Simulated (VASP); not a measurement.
Wanted: the native input for a VASP 6.6.1 run.

| Quantity | Value |
| --- | --- |
| Task | single point |
| Functional | revPBE |
| Dispersion | D3(BJ) |
| Potentials or basis | VASP PAW PBE potentials, release 64 (Si, C) |
| Cutoff | 600 eV |
| k mesh | 10 × 10 × 10 |
| Occupations | fermi-dirac, width 0.05 eV |
| Spin | no spin polarisation |
| Dipole correction | no |
| Further INCAR settings | ALGO = Normal; EDIFF = 1e-06; NBANDS = 11 |

The structure of SiC (Moissanite 3C) lies in POSCAR:

```
SiC
1.0
    0.0000000000      2.1643753983      2.1643753983
    2.1643753983      0.0000000000      2.1643753983
    2.1643753983      2.1643753983      0.0000000000
Si C
1 1
Direct
    0.0000000000      0.0000000000      0.0000000000
    0.7500000000      0.7500000000      0.7500000000
```

One way to write it, as run:

INCAR

```
SYSTEM = SiC
  PREC = Accurate
  ENCUT = 600
  EDIFF = 1E-6
  ISMEAR = -1
  SIGMA = 0.05
  LREAL = .False.
  LASPH = .True.
  NELM = 120
  ALGO = Normal
  ISIF = 2
  LWAVE = .False.
  LCHARG = .False.
  GGA = RE
  IVDW = 12
  NBANDS = 11
  GGA_COMPAT = .False.
```

KPOINTS

```
Automatic mesh
0
Gamma
  10 10 10
  0 0 0
```

Potentials or basis: VASP PAW PBE potentials, release 64 (Si, C).

Command:

```console
$ cat potpaw_PBE.64/Si/POTCAR potpaw_PBE.64/C/POTCAR > POTCAR
$ mpirun -np 1 vasp_std > vasp.out
```

Results of the run:

```
Pressure                   : 0.2 GPa
Band gap on the k mesh     : 1.34 eV, indirect (least direct gap 4.56 eV)
Dispersion energy per atom : -0.612 eV
```

Caveat: the PAW data sets were made with another functional, which shifts forces and pressure a little.

Wall time 23 s on 1 thread of Intel Xeon 8259CL, with other jobs on the host, peak memory 0.14 GiB.
